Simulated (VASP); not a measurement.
# CdS (P6_3mc) in VASP: a series of runs

Runs on CdS. Level: PBE. Tasks: single point, relaxation of the atoms.

All numbers are computed with VASP 6.6.1; they aren't measurements. Logs are shortened: lines on timing, memory, paths and dates and some standing lists are left out, and cuts for length are marked.

### 1 The cell of the first run

Symmetry: P6_3mc, No. 186, hexagonal system. The conventional cell has a = 4.161 Å, b = 4.161 Å, c = 6.713 Å, α = 90.00°, β = 90.00°, γ = 120.00°. Within 3.3 Å of Cd (site symmetry 3m) lie 4 S at 2.54 Å. Within 3.3 Å of S (site symmetry 3m) lie 4 Cd at 2.54 Å.

### 2 Single point, PBE

File INCAR:

```
ALGO = Normal
EDIFF = 1E-6
ENCUT = 520
GGA = PE
ISIF = 2
ISMEAR = 0
LASPH = True
LCHARG = False
LREAL = False
LWAVE = False
NBANDS = 26
NELM = 80
PREC = Accurate
SIGMA = 0.05
```

File KPOINTS:

```
k-points
0
Gamma
  8 8 5
```

File POSCAR:

```
CdS
1.0
    4.1608160020      0.0000000000      0.0000000000
   -2.0804080010      3.6033723582      0.0000000000
    0.0000000000      0.0000000000      6.7130000000
Cd S
2 2
Direct
    0.3333333333      0.6666666667     -0.0007732573
    0.6666666667      0.3333333333      0.4992267427
    0.3333333333      0.6666666667      0.3777732573
    0.6666666667      0.3333333333      0.8777732573
```

Potentials or basis: VASP PAW PBE potentials, release 64 (Cd, S).

Started as:

```
cat potpaw_PBE.64/Cd/POTCAR potpaw_PBE.64/S/POTCAR > POTCAR
mpirun -np 1 vasp_std > vasp.out
```

OUTCAR:

```text
EDIFF = 1E-6
   ENCUT = 520
   GGA = PE
   ISIF = 2
   ISMEAR = 0
   LASPH = True
   LREAL = False
   NELM = 80
   PREC = Accurate

 ion  position               nearest neighbor table
   1  0.333  0.667  0.999-   4 2.54   4 2.54   4 2.54   3 2.54
   2  0.667  0.333  0.499-   3 2.54   3 2.54   3 2.54   4 2.54
   3  0.333  0.667  0.378-   2 2.54   2 2.54   2 2.54   1 2.54
   4  0.667  0.333  0.878-   1 2.54   1 2.54   1 2.54   2 2.54

  LATTYP: Found a hexagonal cell.
 ALAT       =     4.1608160020
 C/A-ratio  =     1.6133854505

  Lattice vectors:

 A1 = (   4.1608160020,   0.0000000000,   0.0000000000)
 A2 = (  -2.0804080010,   3.6033723582,   0.0000000000)
 A3 = (   0.0000000000,   0.0000000000,   6.7130000000)

Analysis of symmetry for initial positions (statically):
=====================================================================
 Subroutine PRICEL returns:
 Original cell was already a primitive cell.

 Routine SETGRP: Setting up the symmetry group for a
 hexagonal supercell.

 Subroutine GETGRP returns: Found 12 space group operations
 (whereof  6 operations were pure point group operations)
 out of a pool of 24 trial point group operations.

The static configuration has the point symmetry C_3v.
 The point group associated with its full space group is C_6v.

Analysis of symmetry for dynamics (positions and initial velocities):
=====================================================================
 Subroutine PRICEL returns:
 Original cell was already a primitive cell.

 Routine SETGRP: Setting up the symmetry group for a
 hexagonal supercell.

 Subroutine GETGRP returns: Found 12 space group operations
 (whereof  6 operations were pure point group operations)
 out of a pool of 24 trial point group operations.

The dynamic configuration has the point symmetry C_3v.
 The point group associated with its full space group is C_6v.

 Subroutine INISYM returns: Found 12 space group operations
 (whereof  6 operations are pure point group operations),
 and found     1 'primitive' translations

----------------------------------------------------------------------------------------

                                     Primitive cell

  volume of cell :     100.6478

  direct lattice vectors                    reciprocal lattice vectors
     4.160816002  0.000000000  0.000000000     0.240337472  0.138758904  0.000000000
    -2.080408001  3.603372358  0.000000000     0.000000000  0.277517808  0.000000000
     0.000000000  0.000000000  6.713000000     0.000000000  0.000000000  0.148964695

  length of vectors
     4.160816002  4.160816002  6.713000000     0.277517808  0.277517808  0.148964695

  position of ions in fractional coordinates (direct lattice)
     0.333333333  0.666666667  0.999226743
     0.666666667  0.333333333  0.499226743
     0.333333333  0.666666667  0.377773257
     0.666666667  0.333333333  0.877773257

  ion indices of the primitive-cell ions
   primitive index   ion index
                 1           1
                 2           2
                 3           3
                 4           4

----------------------------------------------------------------------------------------

 KPOINTS: k-points

Automatic generation of k-mesh.
 Grid dimensions read from file:
 generate k-points for:    8    8    5

 Generating k-lattice:

  Cartesian coordinates                     Fractional coordinates (reciprocal lattice)
     0.030042184  0.017344863  0.000000000     0.125000000 -0.000000000  0.000000000
     0.000000000  0.034689726  0.000000000     0.000000000  0.125000000  0.000000000
     0.000000000  0.000000000  0.029792939     0.000000000  0.000000000  0.200000000

  Length of vectors
     0.034689726  0.034689726  0.029792939

  Shift w.r.t. Gamma in fractional coordinates (k-lattice)
     0.000000000  0.000000000  0.000000000

 Subroutine IBZKPT returns following result:
 ===========================================

 Found     30 irreducible k-points:

 Following reciprocal coordinates:
            Coordinates               Weight
  0.000000  0.000000  0.000000      1.000000
  0.125000  0.000000  0.000000      6.000000
  0.250000  0.000000  0.000000      6.000000
  0.375000  0.000000  0.000000      6.000000
  0.500000  0.000000  0.000000      3.000000
  0.125000  0.125000  0.000000      6.000000
[... 16 lines left out ...]
  0.250000  0.000000  0.400000     12.000000
  0.375000  0.000000  0.400000     12.000000
 [... further k-points ...]
   k-points           NKPTS =     30   k-points in BZ     NKDIM =     30   number of bands    NBANDS=     26
   number of dos      NEDOS =    301   number of ions     NIONS =      4
   total plane-waves  NPLWV =  51200
   dimension x,y,z NGX =    32 NGY =   32 NGZ =   50
   dimension x,y,z NGXF=    64 NGYF=   64 NGZF=  100
   ions per type =               2   2
   NGX,Y,Z   is equivalent  to a cutoff of  12.79, 12.79, 12.38 a.u.
   NGXF,Y,Z  is equivalent  to a cutoff of  25.57, 25.57, 24.76 a.u.
 SYSTEM =  unknown system
   PREC   = accura    normal or accurate (medium, high low for compatibility)
   ISTART =      0    job   : 0-new  1-cont  2-samecut
   ICHARG =      2    charge: 1-file 2-atom 10-const
   ISPIN  =      1    spin polarized calculation?
   LNONCOLLINEAR =      F non collinear calculations
   LSORBIT =      F    spin-orbit coupling
   LASPH  =      T    aspherical Exc in radial PAW
   ENCUT  =  520.0 eV  38.22 Ry    6.18 a.u.   7.74  7.74 12.48*2*pi/ulx,y,z
   NELM   =     80;   NELMIN=  2; NELMDL= -5     # of ELM steps
   EDIFF  = 0.1E-05   stopping-criterion for ELM
   LREAL  =      F    real-space projection
   EDIFFG = 0.1E-04   stopping-criterion for IOM
   NSW    =      0    number of steps for IOM
   IBRION =     -1    ionic relax: 0-MD 1-quasi-New 2-CG
   NFREE  =      0    steps in history (QN), initial steepest desc. (CG)
   ISIF   =      2    stress and relaxation
   ISYM   =      2    0-nonsym 1-usesym 2-fastsym
   POTIM  = 0.5000    time-step for ionic-motion
   TEBEG  =    0.0;   TEEND  =   0.0 temperature during run
   PSTRESS=    0.0 pullay stress
   NELECT =      36.0000    total number of electrons
   NUPDOWN=      -1.0000    fix difference up-down
   EMIN   =  10.00;   EMAX   =-10.00  energy-range for DOS
   EFERMI =   0.00;   METHOD = LEGACY
   ISMEAR =     0;   SIGMA  =   0.05  broadening in eV -4-tet -1-fermi 0-gaus
   EFERMI_NEDOS =   21; number of points for ismear=-14 and -15
   IALGO  =     38    algorithm
   IMIX   =      4    mixing-type and parameters
     AMIX     =   0.40;   BMIX     =  1.00
     AMIX_MAG =   1.60;   BMIX_MAG =  1.00
  volume/ion in A,a.u.               =      25.16       169.80
  Fermi-wavevector in a.u.,A,eV,Ry     =   1.162093  2.196037 18.374127  1.350460
  Thomas-Fermi vector in A             =   2.298658
   LORBIT       =      0    0 simple, 1 ext, 2 COOP (PROOUT), +10 PAW based schemes
   GGA     = PE    functional components
   LHFCALC =     F    Hartree Fock is set to
   AEXX    =    0.0000 exact exchange contribution
   IVDW    =     0    specifies the selected vdW correction
   LEPSILON=     F    determine dielectric tensor
   LRPA    =     F    only Hartree local field effects (RPA)
 non-spin polarized calculation
 Gauss-broadening in eV      SIGMA  =   0.05
  energy-cutoff  :      520.00
  volume of cell :      100.65
 maximum number of plane-waves:      2731
 NGX is ok and might be reduce to    32
   NGX = 15   NGY = 15   NGZ = 25

 number of electron      36.0000000 magnetization

 Free energy of the ion-electron system (eV)
  ---------------------------------------------------
  ext. energy  EPLUGINS =         0.00000000
  ---------------------------------------------------
  free energy    TOTEN  =       -12.27050953 eV

  energy without entropy =      -12.27050953  energy(sigma->0) =      -12.27050953

 E-fermi :   1.3992     XC(G=0):  -9.0770

 val. band max:        1.1817377230   @ k =   0.0000   0.0000   0.0000
 cond. band min:       2.3911633849   @ k =   0.0000   0.0000   0.0000
 fundamental gap:      1.2094256619
 Fermi energy:         1.3992376489

 k-point     1 :       0.0000    0.0000    0.0000
  band No.  band energies     occupation
      1     -11.0952      2.00000
      2     -10.6715      2.00000
      3      -6.4598      2.00000
      4      -6.4597      2.00000
      5      -6.4597      2.00000
      6      -6.3786      2.00000
[... 18 lines left out ...]
     25       8.7459      0.00000
     26       8.9226      0.00000

 k-point     2 :       0.1250    0.0000    0.0000
  band No.  band energies     occupation
      1     -11.0419      2.00000
      2     -10.6485      2.00000
      3      -6.4467      2.00000
      4      -6.4376      2.00000
      5      -6.4150      2.00000
      6      -6.3530      2.00000
[... 18 lines left out ...]
     25       8.7699      0.00000
     26       9.0793      0.00000

 k-point     3 :       0.2500    0.0000    0.0000
  band No.  band energies     occupation
      1     -10.9075      2.00000
      2     -10.5976      2.00000
      3      -6.4039      2.00000
      4      -6.3910      2.00000
      5      -6.3072      2.00000
      6      -6.2727      2.00000
[... 18 lines left out ...]
     25       9.1791      0.00000
     26       9.7352      0.00000

 k-point     4 :       0.3750    0.0000    0.0000
  band No.  band energies     occupation
      1     -10.7594      2.00000
      2     -10.5599      2.00000
      3      -6.3743      2.00000
      4      -6.3575      2.00000
      5      -6.2163      2.00000
      6      -6.1988      2.00000
[... 18 lines left out ...]
     25       9.6251      0.00000
     26      10.3879      0.00000

 k-point     5 :       0.5000    0.0000    0.0000
  band No.  band energies     occupation
      1     -10.6875      2.00000
      2     -10.5547      2.00000
      3      -6.3667      2.00000
      4      -6.3481      2.00000
      5      -6.1697      2.00000
      6      -6.1645      2.00000
[... 18 lines left out ...]
     25       9.6311      0.00000
     26      11.2604      0.00000

 k-point     6 :       0.1250    0.1250    0.0000
  band No.  band energies     occupation
      1     -10.9480      2.00000
      2     -10.6117      2.00000
      3      -6.4112      2.00000
      4      -6.4069      2.00000
      5      -6.3372      2.00000
      6      -6.3115      2.00000
[... 427 lines left out ...]
 k-point    21 :       0.0000    0.0000    0.4000
  band No.  band energies     occupation
      1     -10.9452      2.00000
      2     -10.8134      2.00000
      3      -6.4379      2.00000
      4      -6.4379      2.00000
      5      -6.4129      2.00000
      6      -6.4129      2.00000
[... 18 lines left out ...]
     25       8.1606      0.00000
     26       8.1606      0.00000

 k-point    22 :       0.1250    0.0000    0.4000
  band No.  band energies     occupation
      1     -10.9012      2.00000
      2     -10.7788      2.00000
      3      -6.4140      2.00000
      4      -6.4119      2.00000
      5      -6.3892      2.00000
      6      -6.3842      2.00000
[... 18 lines left out ...]
     25       8.4158      0.00000
     26       8.4706      0.00000

 k-point    23 :       0.2500    0.0000    0.4000
  band No.  band energies     occupation
      1     -10.7933      2.00000
      2     -10.6969      2.00000
      3      -6.3710      2.00000
      4      -6.3521      2.00000
      5      -6.3381      2.00000
      6      -6.3155      2.00000
[... 18 lines left out ...]
     25       8.7158      0.00000
     26       9.2108      0.00000

 k-point    24 :       0.3750    0.0000    0.4000
  band No.  band energies     occupation
      1     -10.6813      2.00000
      2     -10.6193      2.00000
      3      -6.3566      2.00000
      4      -6.3089      2.00000
      5      -6.3007      2.00000
      6      -6.2508      2.00000
[... 18 lines left out ...]
     25       9.0850      0.00000
     26       9.8978      0.00000

 [... further k-points ...]
[... 5 lines left out ...]
  --------------------------------------------------------------------------------------
  -------------------------------------------------------------------------------------
  Total        1.3605019      1.3605019      1.6155915      0.0000000      0.0000000      0.0000000
  in kB       21.6573553     21.6573553     25.7180384      0.0000000      0.0000000      0.0000000
  external PRESSURE =      23.0109164 kB  Pullay stress =       0.0000000 kB

 VOLUME and BASIS-vectors are now :
 -----------------------------------------------------------------------------
  energy-cutoff  :      520.00
  volume of cell :      100.65
      direct lattice vectors                 reciprocal lattice vectors
     4.160816002  0.000000000  0.000000000     0.240337472  0.138758904  0.000000000
    -2.080408001  3.603372358  0.000000000     0.000000000  0.277517808  0.000000000
     0.000000000  0.000000000  6.713000000     0.000000000  0.000000000  0.148964695

 POSITION                                       TOTAL-FORCE (eV/Angst)
 -----------------------------------------------------------------------------------
     -0.00000      2.40225      6.70781        -0.000000      0.000000     -0.000269
      2.08041      1.20112      3.35131         0.000000     -0.000000     -0.000269
     -0.00000      2.40225      2.53599        -0.000000      0.000000      0.000269
      2.08041      1.20112      5.89249         0.000000      0.000000      0.000269
 -----------------------------------------------------------------------------------
    total drift:                               -0.000000     -0.000000     -0.000526

  FREE ENERGIE OF THE ION-ELECTRON SYSTEM (eV)
  ---------------------------------------------------
  free  energy   TOTEN  =       -12.2705095305 eV

  energy  without entropy=      -12.2705095305  energy(sigma->0) =      -12.27050953
```

Run time: 67 s. Hardware: 1 thread of Intel Xeon Platinum 8488C (Sapphire Rapids), shared host; peak memory 0.24 GiB.

What came out:

```
Free energy            : -12.2705 eV
Pressure               : 2.3 GPa
Band gap on the k mesh : 1.21 eV, direct
```

A hybrid or GW would open this gap; PBE tends to underestimate it.

(Continued in part 2 of 2.)
